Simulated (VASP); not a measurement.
Input of a VASP 6.6.1 run:

Contents of INCAR:

```
SYSTEM = NdScSb2
  PREC = Accurate
  ENCUT = 500
  EDIFF = 1E-6
  ISMEAR = 0
  SIGMA = 0.1
  LREAL = .FALSE.
  LASPH = .TRUE.
  NELM = 200
  ALGO = Normal
  ISIF = 2
  LWAVE = .FALSE.
  LCHARG = .TRUE.
  GGA = PE
  LELF = .TRUE.
  LVHAR = .TRUE.
  NBANDS = 24
  GGA_COMPAT = .FALSE.
  LMAXMIX = 6
```

File KPOINTS:

```
Automatic mesh
0
G
  4 4 4
  0 0 0
```

The input POSCAR:

```
NdScSb2
1.0
    4.3597165012      0.0000000000      0.0000000000
    0.0000000000      4.3597165012      0.0000000000
    0.0000000000      0.0000000000      6.1700886069
Nd Sc Sb
1 1 2
Direct
    0.0000000000      0.0000000000      0.0000000000
    0.5000000000      0.5000000000      0.5000000000
    0.0000000000      0.0000000000      0.5000000000
    0.5000000000      0.5000000000      0.0000000000
```

Potentials or basis: VASP PAW PBE potentials, release 64 (Nd_3, Sc_sv, Sb), 4f in core.

The run is started by

```bash
$ cat potpaw_PBE.64/Nd_3/POTCAR potpaw_PBE.64/Sc_sv/POTCAR potpaw_PBE.64/Sb/POTCAR > POTCAR
$ mpirun -np 1 vasp_std > vasp.out
```

(1) What does it give for the band gap on the k mesh?

(2) Predict the pressure.

## Answers

(1) zero (bands 16 and 17 overlap by 1.27 eV).

(2) 0.3 GPa.

Caveat: the k points lie up to 0.36 Å⁻¹ apart, too coarse for converged energies and pressures of a metal; spin-orbit coupling is left out, which moves the levels of the heavy elements; the 4f electrons are frozen in the core, so they carry no moment and show no levels.
